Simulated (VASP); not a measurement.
Te2Mo: single point with LDA

Te2Mo, a slab with vacuum:

```
Te Mo
1.0
     3.70264    0.00000    0.00000
    -1.85132    3.20658    0.00000
     0.00000    0.00000   18.92598
Te Mo
2 1
Direct
  0.33333 0.66667 0.89786
  0.33333 0.66667 0.10214
  0.00000 0.00000 0.00000
```

This cell differs from its parent crystal: strain +0.040 along x and y, +0.080 along z.

| Item | Value |
| --- | --- |
| Program | VASP 6.6.1 |
| Task | single point |
| Functional | LDA |
| Potentials or basis | VASP PAW LDA potentials, release 64 (Te, Mo_sv) |
| Cutoff | 520 eV |
| k mesh | 12 × 12 × 2 |
| Occupations | gaussian, width 0.05 eV |
| Spin | no spin polarisation |

* Largest force: 2.311 eV/Å
* Band gap on the k mesh: 0.92 eV, direct

Forces on the atoms (eV/Å):
```
Te   0.000  0.000  2.311
Te   0.000  0.000 -2.311
Mo   0.000  0.000  0.000
```

Levels at points of the mesh, in eV from the valence-band top:
```csv
k point,band 10,band 11,band 12,band 13,band 14,band 15,band 16,band 17
"(0.00, 0.00, 0.00)",-1.32,-0.74,-0.74,-0.45,2.43,2.43,2.55,2.55
"(0.50, 0.00, 0.00)",-1.94,-1.63,-0.61,-0.36,1.14,1.39,2.62,2.85
"(0.00, 0.00, 0.50)",-1.32,-0.74,-0.74,-0.45,2.43,2.43,2.55,2.55
"(0.50, 0.00, 0.50)",-1.94,-1.63,-0.61,-0.36,1.14,1.39,2.62,2.85
```

It took 7 min on 1 thread of Intel Xeon 8259CL, with other jobs on the host, peak memory 0.36 GiB.

Caveat: the cell differs from its parent crystal (strain +0.040 along x and y, +0.080 along z); spin-orbit coupling is left out, which moves the levels of the heavy elements.
